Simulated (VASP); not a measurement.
Set up this calculation in VASP 6.6.1, as the native input.

* Task: single point
* Functional: PBE
* Potentials or basis: VASP PAW PBE potentials, release 64 (Re_sv_GW, Zn)
* Cutoff: 500 eV
* k mesh: 9 × 9 × 5
* Occupations: fermi-dirac, width 0.05 eV
* Spin: no spin polarisation
* Dipole correction: no
* Second run: valence_matched
* Further INCAR settings: ALGO = Normal; EDIFF = 1e-06; NBANDS = 20

The structure of ZnRe lies in POSCAR:

```
ZnRe
1.0
    2.7482183437      0.0000000000      0.0000000000
   -1.3741091718      2.3800269008      0.0000000000
    0.0000000000      0.0000000000      4.5390066600
Re Zn
1 1
Direct
    0.3333333333      0.6666666667      0.5000000000
    0.0000000000      0.0000000000      0.0000000000
```

The input as run:

INCAR

```
PREC     = Accurate       # precision mode
ENCUT    = 500            # plane-wave cutoff, eV
EDIFF    = 1E-6           # SCF threshold, eV
ISMEAR   = -1             # smearing method
SIGMA    = 0.05           # smearing width, eV
LREAL    = False          # projectors in reciprocal space
LASPH    = True           # aspherical terms in the spheres
NELM     = 120            # most SCF steps
ALGO     = Normal         # electronic algorithm
ISIF     = 2              # what is computed and relaxed
LWAVE    = False          # write WAVECAR
LCHARG   = False          # write CHGCAR
GGA      = PE             # functional
NBANDS   = 20             # bands
GGA_COMPAT= False
```

KPOINTS

```
regular mesh
0
Gamma
  9 9 5
```

Potentials or basis: VASP PAW PBE potentials, release 64 (Re_sv_GW, Zn).

Launch:

```sh
$ cat potpaw_PBE.64/Re_sv_GW/POTCAR potpaw_PBE.64/Zn/POTCAR > POTCAR
$ mpirun -np 1 vasp_std > vasp.out
```

It gave:

The pressure is -3.9 GPa.

Wall time 14 s on 1 thread of Intel(R) Xeon(R) Platinum 8488C (Sapphire Rapids) (shared host), peak memory 0.16 GiB.
